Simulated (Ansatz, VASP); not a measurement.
**Two plane-wave programs on MgI2**

```
Mg I
1.0
     4.15664    0.00000    0.00000
    -2.07832    3.59975    0.00000
     0.00000    0.00000    6.87561
Mg I
1 2
Direct
  0.00000 0.00000 0.00000
  0.33333 0.66667 0.24257
  0.66667 0.33333 0.75743
```

Alike in both runs: task single point; functional PBE; k mesh 6 × 6 × 4; no spin polarisation.

|  | VASP | Ansatz |
| --- | --- | --- |
| version | VASP 6.6.1 | Ansatz 0.2.0 |
| potentials or method | VASP PAW PBE potentials, release 64 (Mg, I) | plane waves, PAW |
| plane-wave cutoff (eV) | 520 | 420 |
| occupations | gaussian, width 0.01 eV | fixed |
| valence electrons in the cell | 16 | 44 |

|  | VASP | Ansatz | Ansatz less VASP |
| --- | --- | --- | --- |
| gap on the k mesh at the Fermi level (eV) | 3.51 | 3.53 | +0.019 |

VASP's potentials hold 16 valence electrons a cell and Ansatz's 44, so a difference there can come from the potentials and not from the codes.

Spin-orbit coupling is off throughout.
